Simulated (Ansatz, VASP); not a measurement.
# KCl: VASP beside Ansatz

```
CELL_PARAMETERS angstrom
0.00000 3.14647 3.14647
3.14647 0.00000 3.14647
3.14647 3.14647 0.00000
ATOMIC_POSITIONS crystal
K 0.00000 0.00000 0.00000
Cl 0.50000 0.50000 0.50000
```

Alike in both runs: task relaxation of cell and atoms; functional r2SCAN; k mesh 8 × 8 × 8; occupations fermi-dirac, width 0.02 eV; no spin polarisation.

|  | VASP | Ansatz |
| --- | --- | --- |
| version | VASP 6.6.1 | Ansatz 0.2.0 |
| potentials or method | VASP PAW PBE potentials, release 64 (K_sv, Cl), cutoff 600 eV | PAW plane waves |
| valence electrons in the cell | 16 | 16 |

```csv
,VASP,Ansatz,Ansatz less VASP
"gap on the k mesh at the Fermi level, each at its own relaxed structure (eV)",5.83,5.83,-0.004
relaxed volume (Å³/atom),31.15,31.15,0.000
relaxed length of the cell vector where the two differ most in proportion (Å),4.450,4.450,0.0000
```

VASP's potentials were made for PBE, not for r2SCAN.

Noted on VASP's run: the relaxation stopped at its first step, so nothing moved.
